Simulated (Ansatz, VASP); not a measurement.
BN in VASP and in Ansatz

```
N B
1.0
     0.00000    1.81300    1.81300
     1.81300    0.00000    1.81300
     1.81300    1.81300    0.00000
N B
1 1
Direct
  0.25000 0.25000 0.25000
  0.00000 0.00000 0.00000
```

Alike in both runs: task single point; functional PBE; k mesh 13 × 13 × 13; occupations gaussian, width 0.024 eV; no spin polarisation.

|  | VASP | Ansatz |
| --- | --- | --- |
| version | VASP 6.6.1 | Ansatz 0.2.0 |
| potentials or method | VASP PAW PBE potentials, release 64 (N, B), cutoff 520 eV | all-electron LAPW, scalar-relativistic |

```csv
,VASP,Ansatz,Ansatz less VASP
gap on the k mesh at the Fermi level (eV),4.52,4.53,+0.008
least direct gap on the mesh (eV),8.78,8.78,+0.008
pressure (GPa),-0.2,-0.4,-0.24
```

Ansatz ran all-electron here, and VASP with PAW potentials.
